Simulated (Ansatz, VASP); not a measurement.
**Two plane-wave programs on GaH6**

```xyz
7
Lattice="3.9878 0.0000 0.0000 0.0000 3.9878 0.0000 0.0000 0.0000 3.9878" Properties=species:S:1:pos:R:3 pbc="T T T"
Ga    0.0000    0.0000    0.0000
H     1.9939    1.9939    0.8255
H     1.9939    1.9939    3.1623
H     0.8255    1.9939    1.9939
H     3.1623    1.9939    1.9939
H     1.9939    0.8255    1.9939
H     1.9939    3.1623    1.9939
```

Change from the starting cell: species swapped into the ErB6 type (Pm-3m, No. 221).

Alike in both runs: task relaxation of cell and atoms; functional PBE; k mesh 4 × 4 × 4; occupations gaussian, width 0.1 eV; no spin polarisation.

|  | VASP | Ansatz |
| --- | --- | --- |
| version | VASP 6.6.1 | Ansatz 0.2.0 |
| potentials or method | VASP PAW PBE potentials, release 64 (Ga_d, H), cutoff 600 eV | scalar-relativistic, plane waves, PAW |
| valence electrons in the cell | 19 | 19 |

Ansatz gave:

| Item | Value |
| --- | --- |
| gap on the k mesh at the Fermi level, each at its own relaxed structure (eV) | none |
| relaxed volume (Å³/atom) | 15.71 |
| relaxed cell length with the largest relative difference (Å) | 4.791 |

Estimate VASP's values.

gap on the k mesh at the Fermi level, each at its own relaxed structure (eV): none; relaxed volume (Å³/atom): 13.66; relaxed cell length with the largest relative difference (Å): 4.573.

A gap of «none» marks a metal or a gap that the smearing closes. One of these differences is far larger than is usual between the two programs; its cause wasn't traced.

The k mesh is coarse, so the values compare programs but aren't converged. Noted on VASP's run: the volume moved by over 15 % at a fixed basis, so the end points are rough; too few bands were computed for a metal, which touches its energy and stress.
